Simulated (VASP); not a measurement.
Input of a VASP 6.6.1 run:

File INCAR:

```
ALGO = Fast ; EDIFF = 1E-6
ENCUT = 520 ; GGA = PE
ISIF = 2 ; ISMEAR = 0
ISPIN = 2 ; LASPH = True
LCHARG = False ; LMAXMIX = 4
LORBIT = 11 ; LREAL = False
LWAVE = False ; MAGMOM = 0.83
NBANDS = 15 ; NELM = 150
PREC = Accurate ; SIGMA = 0.1
```

KPOINTS

```
k-points
0
Gamma
  10 10 10
```

Contents of POSCAR:

```
Ni
1.0
   -1.2454052770      1.2454082016      1.7604199540
    1.2454052770     -1.2454082016      1.7604199540
    1.2454052770      1.2454082016     -1.7604199540
Ni
1
Direct
    0.5000000000      0.5000000000      0.0000000000
```

Potentials or basis: VASP PAW PBE potentials, release 64 (Ni).

The run is started by

```sh
$ cat potpaw_PBE.64/Ni/POTCAR > POTCAR
$ mpirun -np 1 vasp_std > vasp.out
```

Task: Estimate the net moment.

Result: 0.72 μB per cell.

Task: What does it give for the site moments?

Result: Ni +0.73 μB.

Task: Predict the pressure.

Result: -0.3 GPa.
